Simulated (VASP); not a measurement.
LiHSO4, 28 atoms in the cell. The typed cell holds 28 atoms: a = 5.341 Å, b = 7.374 Å, c = 8.560 Å, α = 90.00°, β = 90.15°, γ = 90.00°. 

```yaml
Program: VASP 6.6.1
Task: single point
Functional: LDA
Potentials_or_basis: VASP PAW LDA potentials, release 64 (Li_sv, H, S, O)
Cutoff: 520 eV
k_mesh: 2 × 1 × 1
Occupations: fermi-dirac, width 0.05 eV
Spin: no spin polarisation
Dipole_correction: no
Further_INCAR_settings: LREAL = Auto; ALGO = Normal; EDIFF = 1e-06; NBANDS = 88
```

Potentials or basis: VASP PAW LDA potentials, release 64 (Li_sv, H, S, O).

Command:

```console
$ cat potpaw_LDA.64/Li_sv/POTCAR potpaw_LDA.64/H/POTCAR potpaw_LDA.64/S/POTCAR potpaw_LDA.64/O/POTCAR > POTCAR
$ mpirun -np 1 vasp_std > vasp.out
```

Hardware: 1 thread of Intel(R) Xeon(R) 6975P-C (Granite Rapids) (shared host).

Q: How long does it take, and how much memory?

A: It took 50 s on 1 thread of Intel(R) Xeon(R) 6975P-C (Granite Rapids) (shared host), peak memory 0.3 GiB. Counts: scf iterations 15, k points 2.
